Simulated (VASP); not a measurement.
**HfC (zincblende type): single point with PBE**

HfC (zincblende type):

```
Hf C
1.0
     0.00000    2.25530    2.25530
     2.25530    0.00000    2.25530
     2.25530    2.25530    0.00000
Hf C
1 1
Direct
  0.00000 0.00000 0.00000
  0.25000 0.25000 0.25000
```

```yaml
Program: VASP 6.6.1
Task: single point
Functional: PBE
Potentials_or_basis: VASP PAW PBE potentials, release 64 (Hf_pv, C)
Cutoff: 520 eV
k_mesh: 14 × 14 × 14
Occupations: fermi-dirac, width 0.1 eV
Spin: no spin polarisation
Dipole_correction: no
Further_INCAR_settings: ALGO = Normal; EDIFF = 1e-07; NBANDS = 14
```

The pressure is 95.9 GPa. The band gap on the k mesh is 0.08 eV (least direct gap 0.43 eV).

Levels at points of the mesh, in eV from the valence-band top:
| k point | band 3 | band 4 | band 5 | band 6 | band 7 | band 8 | band 9 | band 10 | band 11 | band 12 |
| --- | --- | --- | --- | --- | --- | --- | --- | --- | --- | --- |
| (0.00, 0.00, 0.00) | -28.71 | -12.34 | -3.81 | -3.81 | -3.81 | 4.22 | 4.22 | 4.42 | 10.98 | 10.98 |
| (0.50, 0.00, 0.00) | -28.87 | -9.98 | -3.20 | -2.94 | -2.94 | 4.88 | 5.46 | 5.46 | 7.74 | 9.09 |
| (0.50, 0.50, 0.00) | -29.12 | -8.98 | -6.11 | 0.00 | 0.00 | 0.47 | 6.00 | 6.93 | 7.63 | 7.63 |

Run time: 38 s on 1 thread of Intel Xeon 8259CL, on a shared host, peak memory 0.16 GiB.

Caveat: the cell stands under pressure; spin-orbit coupling is left out, which moves the levels of the heavy elements. A k mesh can miss the band edges.
